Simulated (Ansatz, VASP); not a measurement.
# One calculation of Sb, two programs

```
Sb
1.0
    -1.89592    1.89592    1.89592
     1.89592   -1.89592    1.89592
     1.89592    1.89592   -1.89592
Sb
1
Direct
  0.00000 0.00000 0.00000
```

Alike in both runs: task single point; functional PBE; k mesh 17 × 17 × 17; occupations fermi-dirac, width 0.05 eV; non-collinear spin, spin-orbit coupling.

|  | VASP | Ansatz |
| --- | --- | --- |
| version | VASP 6.6.1 | Ansatz 0.2.0 |
| potentials or method | VASP PAW PBE potentials, release 64 (Sb), cutoff 520 eV | all-electron LAPW |

|  | VASP | Ansatz | Ansatz less VASP |
| --- | --- | --- | --- |
| pressure (GPa) | 0.0 | 0.1 | +0.13 |
| net moment per atom (μB) | 0.00 | 0.00 | 0.000 |

Ansatz ran all-electron here, and VASP with PAW potentials.
